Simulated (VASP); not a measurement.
# Mg (P6_3/mmc) in VASP: further runs, part 2 of 2

VASP 6.6.1. The steps go on from the part before.

## 4. Relaxation of cell and atoms, LDA

INCAR

```
  PREC = Accurate
  ENCUT = 600
  EDIFF = 1E-7
  ISMEAR = -1
  SIGMA = 0.15
  LREAL = False
  LASPH = True
  NELM = 60
  ALGO = Normal
  ISIF = 3
  LWAVE = False
  LCHARG = False
  IBRION = 2
  NSW = 80
  EDIFFG = -0.001
```

KPOINTS

```
regular mesh
0
Gamma
  12 12 8
```

POSCAR

```
Mg
1.0
    3.1506839799      0.0000000000      0.0000000000
   -1.5753419899      2.7285723659      0.0000000000
    0.0000000000      0.0000000000      5.0241571645
Mg
2
Direct
    0.3333333333      0.6666666667      0.2500000000
    0.6666666667      0.3333333333      0.7500000000
```

Potentials or basis: VASP PAW LDA potentials, release 64 (Mg).

Started as:

```console
> cat potpaw_LDA.64/Mg/POTCAR > POTCAR
> mpirun -np 1 vasp_std > vasp.out
```

OUTCAR:

```text
PREC = Accurate
   ENCUT = 600
   EDIFF = 1E-7
   ISMEAR = -1
   LREAL = False
   LASPH = True
   NELM = 60
   ISIF = 3
   IBRION = 2
   NSW = 80
   EDIFFG = -0.001

 ion  position               nearest neighbor table
   1  0.333  0.667  0.250-   2 3.10   2 3.10   2 3.10   2 3.10   2 3.10   2 3.10
   2  0.667  0.333  0.750-   1 3.10   1 3.10   1 3.10   1 3.10   1 3.10   1 3.10

  LATTYP: Found a hexagonal cell.
 ALAT       =     3.1506839799
 C/A-ratio  =     1.5946242773

  Lattice vectors:

 A1 = (   3.1506839799,   0.0000000000,   0.0000000000)
 A2 = (  -1.5753419899,   2.7285723659,   0.0000000000)
 A3 = (   0.0000000000,   0.0000000000,   5.0241571645)

Analysis of symmetry for initial positions (statically):
=====================================================================
 Subroutine PRICEL returns:
 Original cell was already a primitive cell.

 Routine SETGRP: Setting up the symmetry group for a
 hexagonal supercell.

 Subroutine GETGRP returns: Found 24 space group operations
 (whereof 12 operations were pure point group operations)
 out of a pool of 24 trial point group operations.

The static configuration has the point symmetry D_3d.
 The point group associated with its full space group is D_6h.

Analysis of symmetry for dynamics (positions and initial velocities):
=====================================================================
 Subroutine PRICEL returns:
 Original cell was already a primitive cell.

 Routine SETGRP: Setting up the symmetry group for a
 hexagonal supercell.

 Subroutine GETGRP returns: Found 24 space group operations
 (whereof 12 operations were pure point group operations)
 out of a pool of 24 trial point group operations.

The dynamic configuration has the point symmetry D_3d.
 The point group associated with its full space group is D_6h.

 Subroutine INISYM returns: Found 24 space group operations
 (whereof 12 operations are pure point group operations),
 and found     1 'primitive' translations

----------------------------------------------------------------------------------------

                                     Primitive cell

  volume of cell :      43.1920

  direct lattice vectors                    reciprocal lattice vectors
     3.150683980  0.000000000  0.000000000     0.317391400  0.183246010  0.000000000
    -1.575341990  2.728572366  0.000000000     0.000000000  0.366492021  0.000000000
     0.000000000  0.000000000  5.024157165     0.000000000  0.000000000  0.199038360

  length of vectors
     3.150683980  3.150683980  5.024157165     0.366492021  0.366492021  0.199038360

  position of ions in fractional coordinates (direct lattice)
     0.333333333  0.666666667  0.250000000
     0.666666667  0.333333333  0.750000000

  ion indices of the primitive-cell ions
   primitive index   ion index
                 1           1
                 2           2

----------------------------------------------------------------------------------------

 KPOINTS: regular mesh

Automatic generation of k-mesh.
 Grid dimensions read from file:
 generate k-points for:   12   12    8

 Generating k-lattice:

  Cartesian coordinates                     Fractional coordinates (reciprocal lattice)
     0.026449283  0.015270501  0.000000000     0.083333333  0.000000000  0.000000000
     0.000000000  0.030541002  0.000000000     0.000000000  0.083333333  0.000000000
[... 42 lines left out ...]
   total plane-waves  NPLWV =  31360
   dimension x,y,z NGX =    28 NGY =   28 NGZ =   40
   dimension x,y,z NGXF=    56 NGYF=   56 NGZF=   80
   ions per type =               2
   NGX,Y,Z   is equivalent  to a cutoff of  14.77, 14.77, 13.24 a.u.
   NGXF,Y,Z  is equivalent  to a cutoff of  29.55, 29.55, 26.47 a.u.
 SYSTEM =  unknown system
   PREC   = accura    normal or accurate (medium, high low for compatibility)
   ISTART =      0    job   : 0-new  1-cont  2-samecut
   ICHARG =      2    charge: 1-file 2-atom 10-const
   ISPIN  =      1    spin polarized calculation?
   LNONCOLLINEAR =      F non collinear calculations
   LSORBIT =      F    spin-orbit coupling
   LASPH  =      T    aspherical Exc in radial PAW
   ENCUT  =  600.0 eV  44.10 Ry    6.64 a.u.   6.29  6.29 10.03*2*pi/ulx,y,z
   NELM   =     60;   NELMIN=  2; NELMDL= -5     # of ELM steps
   EDIFF  = 0.1E-06   stopping-criterion for ELM
   LREAL  =      F    real-space projection
   EDIFFG = -.1E-02   stopping-criterion for IOM
   NSW    =     80    number of steps for IOM
   IBRION =      2    ionic relax: 0-MD 1-quasi-New 2-CG
   NFREE  =      1    steps in history (QN), initial steepest desc. (CG)
   ISIF   =      3    stress and relaxation
   ISYM   =      2    0-nonsym 1-usesym 2-fastsym
   POTIM  = 0.5000    time-step for ionic-motion
   TEBEG  =    0.0;   TEEND  =   0.0 temperature during run
   PSTRESS=    0.0 pullay stress
   NELECT =       4.0000    total number of electrons
   NUPDOWN=      -1.0000    fix difference up-down
   EMIN   =  10.00;   EMAX   =-10.00  energy-range for DOS
   EFERMI =   0.00;   METHOD = LEGACY
   ISMEAR =    -1;   SIGMA  =   0.15  broadening in eV -4-tet -1-fermi 0-gaus
   EFERMI_NEDOS =   21; number of points for ismear=-14 and -15
   IALGO  =     38    algorithm
   IMIX   =      4    mixing-type and parameters
     AMIX     =   0.40;   BMIX     =  1.00
     AMIX_MAG =   1.60;   BMIX_MAG =  1.00
  volume/ion in A,a.u.               =      21.60       145.74
  Fermi-wavevector in a.u.,A,eV,Ry     =   0.740674  1.399671  7.464125  0.548598
  Thomas-Fermi vector in A             =   1.835132
   LORBIT       =      0    0 simple, 1 ext, 2 COOP (PROOUT), +10 PAW based schemes
   GGA     = CA    functional components
   LHFCALC =     F    Hartree Fock is set to
   AEXX    =    0.0000 exact exchange contribution
   IVDW    =     0    specifies the selected vdW correction
   LEPSILON=     F    determine dielectric tensor
   LRPA    =     F    only Hartree local field effects (RPA)
 conjugate gradient relaxation of ions
 non-spin polarized calculation
  energy-cutoff  :      600.00
  volume of cell :       43.19
 maximum number of plane-waves:      1460
 NGX is ok and might be reduce to    28
   NGX = 13   NGY = 13   NGZ = 21

--------------------------------------- Ionic step        1  -------------------------------------------

 number of electron       4.0000000 magnetization

 Free energy of the ion-electron system (eV)
  ---------------------------------------------------
  ext. energy  EPLUGINS =         0.00000000
  ---------------------------------------------------
  free energy    TOTEN  =        -3.64909655 eV

  energy without entropy =       -3.59008936  energy(sigma->0) =       -3.61959295

------------------------ aborting loop because EDIFF is reached ----------------------------------------

  FORCE on cell =-STRESS in cart. coord.  units (eV):
  Direction    XX          YY          ZZ          XY          YZ          ZX
  --------------------------------------------------------------------------------------
  -------------------------------------------------------------------------------------
  Total       -0.0914128     -0.0914128      0.0006639     -0.0000000     -0.0000000      0.0000000
  in kB       -3.3908916     -3.3908916      0.0246260     -0.0000000     -0.0000000      0.0000000
  external PRESSURE =      -2.2523858 kB  Pullay stress =       0.0000000 kB
[... 131 lines left out ...]
--------------------------------------- Ionic step        5  -------------------------------------------

 number of electron       4.0000000 magnetization

 Free energy of the ion-electron system (eV)
  ---------------------------------------------------
  ext. energy  EPLUGINS =         0.00000000
  ---------------------------------------------------
  free energy    TOTEN  =        -3.64946474 eV

  energy without entropy =       -3.59014948  energy(sigma->0) =       -3.61980711

 E-fermi :   2.8009     XC(G=0):  -8.8976

 val. band max:        2.7944215650   @ k =   0.2500   0.0833   0.0000
 cond. band min:       2.8450349028   @ k =   0.5000  -0.0000   0.3750
 fundamental gap:      0.0506133378
 Fermi energy:         2.8009477490

 k-point     1 :       0.0000    0.0000    0.0000
  band No.  band energies     occupation
      1      -4.3863      2.00000
      2       1.1274      1.99997
      3       1.6635      1.99898
      4      13.9841      0.00000
      5      13.9841      0.00000
      6      14.1365      0.00000
[... 199 lines left out ...]
 k-point    24 :       0.3333   -0.0000    0.1250
  band No.  band energies     occupation
      1      -2.0562      2.00000
      2       2.1381      1.97619
      3       4.2096      0.00017
      4       5.3401      0.00000
      5       8.3965      0.00000
      6      10.4075      0.00000

 [... further k-points ...]
[... 5 lines left out ...]
  --------------------------------------------------------------------------------------
  -------------------------------------------------------------------------------------
  Total        0.0005198      0.0005198      0.0004566      0.0000000     -0.0000000      0.0000000
  in kB        0.0193931      0.0193931      0.0170335      0.0000000     -0.0000000      0.0000000
  external PRESSURE =       0.0186066 kB  Pullay stress =       0.0000000 kB
[... 17 lines left out ...]
  FREE ENERGIE OF THE ION-ELECTRON SYSTEM (eV)
  ---------------------------------------------------
  free  energy   TOTEN  =        -3.6494647396 eV

  energy  without entropy=       -3.5901494836  energy(sigma->0) =       -3.61980711

 reached required accuracy - stopping structural energy minimisation
```

It took 52 s on 1 thread of Intel Xeon Platinum 8259CL at 2.50GHz (Skylake/Cascade Lake), shared host; peak memory 0.17 GiB.

Results:

| Property | Result |
| --- | --- |
| Free energy | -3.6495 eV |
| Relaxed volume | 21.47 Å³/atom |
| Relaxed cell | a = 3.138 Å, b = 3.138 Å, c = 5.036 Å, α = 90.00°, β = 90.00°, γ = 120.00° |
| Space group after relaxing (to 0.05 Å) | P6_3/mmc (No. 194) |
| Energy gained by relaxing | 0.2 meV/atom |
| Ionic steps | 5 |
| Pressure after relaxing | 0.0 GPa |
| Band gap on the k mesh | zero (band 2 reaches 3.82 eV, above the bottom of band 3 at 1.66 eV) |

Step by step:
| step | energy change (eV) | largest force (eV/Å) | pressure (GPa) | volume (Å³) |
| --- | --- | --- | --- | --- |
| 1 | 0.0000 | 0.0000 | -0.23 | 43.19 |
| 2 | -0.0003 | 0.0000 | -0.05 | 43.00 |
| 3 | -0.0003 | 0.0000 | 0.05 | 42.89 |
| 4 | -0.0004 | 0.0000 | 0.03 | 42.92 |
| 5 | -0.0004 | 0.0000 | 0.00 | 42.94 |

Final structure:
```
Mg
1.0
     3.13801    0.00000    0.00000
    -1.56900    2.71759    0.00000
     0.00000    0.00000    5.03586
Mg
2
Direct
  0.33333 0.66667 0.25000
  0.66667 0.33333 0.75000
```

## 5. Relaxation of cell and atoms, LDA

This run uses another cell than the first one, of 23.24 Å³/atom, 1.076 times its volume.

INCAR

```
PREC     = Accurate       # precision mode
ENCUT    = 600            # plane-wave cutoff, eV
EDIFF    = 1E-7           # SCF threshold, eV
ISMEAR   = 0              # smearing method
SIGMA    = 0.1            # smearing width, eV
LREAL    = F              # projectors in reciprocal space
LASPH    = T              # aspherical terms in the spheres
NELM     = 100            # most SCF steps
ALGO     = Normal         # electronic algorithm
ISIF     = 3              # what is computed and relaxed
LWAVE    = F              # write WAVECAR
LCHARG   = F              # write CHGCAR
GGA      = CA             # functional
IBRION   = 2              # ionic algorithm
NSW      = 100            # ionic steps
EDIFFG   = -0.002         # ionic threshold
```

KPOINTS is that of step 4.

POSCAR

```
Mg
1.0
    3.2093000000      0.0000000000      0.0000000000
   -1.6046500000      2.7793353300      0.0000000000
    0.0000000000      0.0000000000      5.2103000000
Mg
2
Direct
    0.3333333300      0.6666666700      0.2500000000
    0.6666666700      0.3333333300      0.7500000000
```

Started as:

```console
> cat potpaw_LDA.64/Mg/POTCAR > POTCAR
> mpirun -np 1 vasp_std > vasp.out
```

It took 72 s on 1 thread of Intel Xeon Platinum 8259CL at 2.50GHz (Skylake/Cascade Lake), shared host; peak memory 0.18 GiB.

Results (log left out):

```
Free energy                            : -3.6220 eV
Relaxed volume                         : 21.42 Å³/atom
Relaxed cell                           : a = 3.142 Å, b = 3.142 Å, c = 5.012 Å, α = 90.00°, β = 90.00°, γ = 120.00°
Space group after relaxing (to 0.05 Å) : P6_3/mmc (No. 194)
Energy gained by relaxing              : 18.2 meV/atom
Ionic steps                            : 8
Pressure after relaxing                : 0.0 GPa
Band gap on the k mesh                 : zero (band 2 reaches 3.81 eV, above the bottom of band 3 at 1.74 eV)
```

The path:
| step | energy change (eV) | largest force (eV/Å) | pressure (GPa) | volume (Å³) |
| --- | --- | --- | --- | --- |
| 1 | 0.0000 | 0.0000 | -2.84 | 46.47 |
| 2 | -0.0331 | 0.0000 | -0.85 | 43.76 |
| 3 | -0.0359 | 0.0000 | 0.00 | 42.83 |
| 4 | -0.0359 | 0.0000 | 0.06 | 42.76 |
| 5 | -0.0363 | 0.0000 | 0.06 | 42.77 |
| 6 | -0.0364 | 0.0000 | 0.05 | 42.79 |
| 7 | -0.0364 | 0.0000 | 0.05 | 42.79 |
| 8 | -0.0364 | 0.0000 | 0.00 | 42.84 |

Final structure:
```
CELL_PARAMETERS angstrom
3.14189 0.00000 0.00000
-1.57094 2.72095 0.00000
0.00000 0.00000 5.01161
ATOMIC_POSITIONS crystal
Mg 0.33333 0.66667 0.25000
Mg 0.66667 0.33333 0.75000
```

Levels at points of the mesh, in eV from the Fermi level:
```csv
k point,band 1,band 2,band 3,band 4,band 5,band 6
"(0.00, 0.00, 0.00)",-7.14,-1.59,-1.03,11.18,11.18,11.33
"(0.50, 0.00, 0.00)",-2.21,-2.20,2.86,3.21,3.64,3.99
"(0.00, 0.00, 0.50)",-5.66,-5.66,5.58,5.58,11.95,11.95
"(0.50, 0.00, 0.50)",-1.10,-1.10,-0.40,-0.40,8.30,8.30
```

## 6. Overview

| task | cell | cutoff (eV) | smearing | gap on the mesh (eV) | pressure (GPa) | relaxed volume (Å³/atom) |
| --- | --- | --- | --- | --- | --- | --- |
| single point | a = 3.151, b = 3.151, c = 5.024 Å, angles 90.0, 90.0, 120.0°, 2 atoms | 520 | gaussian 0.1 eV | none | -0.3 | - |
| single point | a = 3.147, b = 3.147, c = 5.049 Å, angles 90.0, 90.0, 120.0°, 2 atoms | 520 | fermi-dirac 0.15 eV | none | -0.3 | - |
| relaxation of cell and atoms | relaxed from a = 3.151, b = 3.151, c = 5.024 Å, angles 90.0, 90.0, 120.0°, 2 atoms | 600 | fermi-dirac 0.15 eV | none | 0.0 | 21.47 |
| relaxation of cell and atoms | relaxed from a = 3.209, b = 3.209, c = 5.210 Å, angles 90.0, 90.0, 120.0°, 2 atoms | 600 | gaussian 0.1 eV | none | 0.0 | 21.42 |

Alike in all rows: level LDA; potentials or basis VASP PAW LDA potentials, release 64 (Mg); no spin polarisation; k mesh 12 × 12 × 8.

Total energies depend on the potentials used, so only differences within one code and one set of settings carry meaning.
